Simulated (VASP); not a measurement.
# CdTe in VASP: a series of runs, part 2 of 2

VASP 6.6.1. Earlier steps stand in the parts before.

## Step 3: Single point, PBE+D3(BJ)

This run uses another cell than the first one.

Contents of INCAR:

```
SYSTEM = CdTe
PREC = Accurate
ENCUT = 400
EDIFF = 1E-6
ISMEAR = 0
SIGMA = 0.05
LREAL = .False.
LASPH = .True.
NELM = 120
ALGO = Normal
ISIF = 2
LWAVE = .False.
LCHARG = .False.
LDIPOL = .True.
IDIPOL = 3
DIPOL = 0.5 0.5 0.383
GGA = PE
IVDW = 12
NBANDS = 86
GGA_COMPAT = .False.
NELMDL = -8
```

Contents of KPOINTS:

```
Automatic mesh
0
Gamma
  2 2 1
  0 0 0
```

Contents of POSCAR:

```
CdTe
1.0
    9.2158675489      0.0000000000      0.0000000000
   -4.6079337744      7.9811754152      0.0000000000
    0.0000000000      0.0000000000     25.9964527150
Te Cd
8 8
Direct
    0.5000000000      0.0000000000      0.3077342931
    0.5000000000      0.5000000000      0.3077342931
    0.0000000000      0.0000000000      0.3077342931
    0.0000000000      0.5000000000      0.3077342931
    0.4993738718      0.7483270394      0.4587506942
    0.5007044987      0.2512019270      0.4590312578
    0.0003759662      0.7492641829      0.4578692003
    0.0011030141      0.2515561415      0.4581682536
    0.1666666667      0.8333333333      0.3439157889
    0.1666666667      0.3333333333      0.3439157889
    0.6666666667      0.8333333333      0.3439157889
    0.6666666667      0.3333333333      0.3439157889
    0.1650067611      0.5826344021      0.4215991420
    0.1658027003      0.0825764966      0.4234893458
    0.6650272562      0.5823183730      0.4212835537
    0.6641434282      0.0814184448      0.4229978569
```

Potentials or basis: VASP PAW PBE potentials, release 64 (Te, Cd).

On the command line:

```
$ cat potpaw_PBE.64/Te/POTCAR potpaw_PBE.64/Cd/POTCAR > POTCAR
$ mpirun -np 1 vasp_std > vasp.out
```

OUTCAR:

```text
SYSTEM = CdTe
   PREC = Accurate
   ENCUT = 400
   EDIFF = 1E-6
   ISMEAR = 0
   LREAL = .False.
   LASPH = .True.
   NELM = 120
   ISIF = 2
   GGA = PE
   IVDW = 12
   NELMDL = -8
 IVDW          = 12

 ion  position               nearest neighbor table
   1  0.500  0.000  0.308-  12 2.82   9 2.82  11 2.82  16 3.27
   2  0.500  0.500  0.308-  11 2.82  10 2.82  12 2.82  15 3.23
   3  0.000  0.000  0.308-  10 2.82  11 2.82   9 2.82  14 3.29
   4  0.000  0.500  0.308-   9 2.82  12 2.82  10 2.82  13 3.24
   5  0.499  0.748  0.459-  16 2.82  15 2.82  13 2.84  11 3.27
   6  0.501  0.251  0.459-  15 2.82  16 2.82  14 2.83  12 3.27
   7  0.000  0.749  0.458-  14 2.81  13 2.81  15 2.84   9 3.25
   8  0.001  0.252  0.458-  13 2.81  14 2.81  16 2.84  10 3.25
   9  0.167  0.833  0.344-   4 2.82   1 2.82   3 2.82  13 3.06  14 3.09   7 3.25
  10  0.167  0.333  0.344-   3 2.82   2 2.82   4 2.82  13 3.06  14 3.10   8 3.25
  11  0.667  0.833  0.344-   2 2.82   3 2.82   1 2.82  15 3.06  16 3.08   5 3.27
  12  0.667  0.333  0.344-   1 2.82   4 2.82   2 2.82  15 3.06  16 3.09   6 3.27
[... 211 lines left out ...]
      3     -13.7295      2.00000
      4     -13.6775      2.00000
      5     -13.6763      2.00000
      6     -13.6622      2.00000
[... 337 lines left out ...]
     83       1.2206      0.00000
     84       1.2237      0.00000
 [bands above 84 left out]

------------------------ aborting loop because EDIFF is reached ----------------------------------------

 vacuum level on the upper side and lower side of the slab       (xc-potential included)        -0.111        -0.112

 Edisp (eV)   -4.25869

 E8    (eV) :    -2.0219

  FORCE on cell =-STRESS in cart. coord.  units (eV):
  Direction    XX          YY          ZZ          XY          YZ          ZX
  --------------------------------------------------------------------------------------
  -------------------------------------------------------------------------------------
  Total      -3.97067     2.22462    -0.67429    -5.30867    -0.12995    -0.22121
  in kB      -3.32703     1.86402    -0.56499    -4.44815    -0.10888    -0.18536
  external pressure =       -0.68 kB  Pullay stress =        0.00 kB

 VOLUME and BASIS-vectors are now :
 -----------------------------------------------------------------------------
  energy-cutoff  :      400.00
  volume of cell :     1912.13
      direct lattice vectors                 reciprocal lattice vectors
     9.215867549  0.000000000  0.000000000     0.108508504  0.062647414  0.000000000
    -4.607933774  7.981175415  0.000000000     0.000000000  0.125294828  0.000000000
     0.000000000  0.000000000 25.996452715     0.000000000  0.000000000  0.038466787

 POSITION                                       TOTAL-FORCE (eV/Angst)
 -----------------------------------------------------------------------------------
      4.60793      0.00000      8.00000         0.043350      0.028605     -0.000570
      2.30397      3.99059      8.00000         0.042364      0.021212     -0.026525
      0.00000      0.00000      8.00000         0.044868      0.028516     -0.016258
     -2.30397      3.99059      8.00000         0.041531      0.021259     -0.042838
      1.15392      5.97253     11.92589        -0.000187      0.016190     -0.001554
      3.45690      2.00489     11.93318         0.037992     -0.006869      0.010309
[... 8 lines left out ...]
      3.44552      4.64759     10.95188        -0.001871      0.013205      0.038173
      5.74549      0.64981     10.99644        -0.001728      0.010895      0.003848
 -----------------------------------------------------------------------------------
    total drift:                                0.001642      0.001383     -0.009955

  FREE ENERGIE OF THE ION-ELECTRON SYSTEM (eV)
  ---------------------------------------------------
  free  energy   TOTEN  =       -39.5621901696 eV

  energy  without entropy=      -39.5621901696  energy(sigma->0) =      -39.56219017

 vacuum level on the upper side and lower side of the slab         2.099         2.098
```

stdout:

```text
POSCAR found type information on POSCAR TeCd
 POSCAR found :  2 types and      16 ions
 scaLAPACK will be used
 LDA part: xc-table for (Slater+PW92), standard interpolation
 POSCAR, INCAR and KPOINTS ok, starting setup
 FFT: planning ... GRIDC
 FFT: planning ... GRID_SOFT
 FFT: planning ... GRID
 WAVECAR not read
 entering main loop
```

Wall time 15 min (1 thread of Intel Xeon 6975P-C (Granite Rapids), shared host); peak memory 1.3 GiB.

Results:

| Property | Result |
| --- | --- |
| Free energy | -39.5622 eV |
| Largest force | 0.082 eV/Å |
| Band gap on the k mesh | 1.26 eV |
| Dispersion energy per atom | -0.266 eV |

Forces in eV/Å, atoms in the order of the input:
```
Te   0.043  0.029 -0.001
Te   0.042  0.021 -0.027
Te   0.045  0.029 -0.016
Te   0.042  0.021 -0.043
Te   0.000  0.016 -0.002
Te   0.038 -0.007  0.010
Te  -0.061 -0.013  0.054
Te  -0.030 -0.057  0.042
Cd  -0.065  0.012 -0.012
Cd  -0.034 -0.072 -0.001
Cd  -0.047  0.012 -0.010
Cd  -0.022 -0.063 -0.005
Cd   0.052  0.024  0.004
Cd   0.000  0.023 -0.038
Cd  -0.002  0.013  0.038
Cd  -0.002  0.011  0.004
```

Caveat: spin-orbit coupling is left out, which moves the levels of the heavy elements.
